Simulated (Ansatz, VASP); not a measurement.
# Cd in VASP and in Ansatz

```
CELL_PARAMETERS angstrom
0.00000 2.19397 2.25415
2.16399 0.00000 2.25415
2.16399 2.19397 0.00000
ATOMIC_POSITIONS crystal
Cd 0.00000 0.00000 0.00000
```

Change from the starting cell: normal strain along x -0.0400, normal strain along y -0.0267.

Alike in both runs: task single point; functional PBE; k mesh 18 × 18 × 18; occupations gaussian, width 0.15 eV; no spin polarisation.

```csv
,VASP,Ansatz
version,VASP 6.6.1,Ansatz 0.2.0
potentials or method,"VASP PAW PBE potentials, release 64 (Cd), cutoff 520 eV","scalar-relativistic, plane waves, PAW"
valence electrons in the cell,12,20
```

Ansatz gave:

| Property | Result |
| --- | --- |
| gap on the k mesh at the Fermi level (eV) | none |
| pressure (GPa) | 3.3 |
| traceless stress, the component that is largest in VASP (GPa) | -0.93 |

Problem. Estimate VASP's values.

Solution. gap on the k mesh at the Fermi level (eV): none; pressure (GPa): 3.7; traceless stress, the component that is largest in VASP (GPa): -0.94.

A gap of «none» marks a metal or a gap that the smearing closes. VASP's potentials hold 12 valence electrons a cell and Ansatz's 20, so a difference there can come from the potentials and not from the codes.
